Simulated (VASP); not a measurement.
## Ba: single point with LDA

Ba:

```
Ba
1.0
     1.95500   -3.65000   -0.06388
     1.95500    3.65000    0.06388
     0.00000    0.09975    5.70000
Ba
1
Direct
  0.00000 0.00000 0.00000
```

This cell differs from its parent crystal: strain +0.0350 x Voigt [0, 0, 0, 1, 0, 0].

```
Program                : VASP 6.6.1
Task                   : single point
Functional             : LDA
Potentials or basis    : VASP PAW LDA potentials, release 64 (Ba_sv)
Cutoff                 : 520 eV
k mesh                 : 14 × 14 × 8
Occupations            : gaussian, width 0.15 eV
Spin                   : no spin polarisation
Dipole correction      : no
Further INCAR settings : ALGO = Fast; EDIFF = 1e-06; NBANDS = 11
```

```json
{
 "Pressure": "-0.3 GPa",
 "Band gap on the k mesh": "zero (bands 5 and 6 overlap by 1.08 eV)"
}
```

Stress tensor (GPa, compression positive):
```
 1.39  0.00  0.00
 0.00 -0.07  0.05
 0.00  0.05 -2.30
```

Levels at points of the mesh, in eV from the Fermi level:
```
           k point  band 2  band 3  band 4  band 5  band 6  band 7  band 8  band 9
(0.00, 0.00, 0.00)  -14.34  -13.86  -13.77   -2.37   -0.05    1.44    2.41    3.11
(0.50, 0.00, 0.00)  -14.69  -14.19  -14.04   -0.77    0.57    1.36    1.81    3.16
(0.50, 0.50, 0.00)  -14.58  -14.23  -13.90   -0.76    0.56    1.10    1.45    3.64
(0.00, 0.00, 0.50)  -14.36  -13.86  -13.77   -1.79   -0.11    1.47    2.04    2.44
(0.50, 0.00, 0.50)  -14.69  -14.21  -14.04   -0.63   -0.18    2.85    2.92    3.09
(0.50, 0.50, 0.50)  -14.58  -14.25  -13.90   -0.60   -0.24    2.50    2.76    2.92
```

It took 4.4 min on 1 thread of Intel(R) Xeon(R) Platinum 8488C (Sapphire Rapids), on a shared host, peak memory 0.46 GiB.

Caveat: the cell differs from its parent crystal (strain +0.0350 x Voigt [0, 0, 0, 1, 0, 0]); spin-orbit coupling is left out, which moves the levels of the heavy elements.
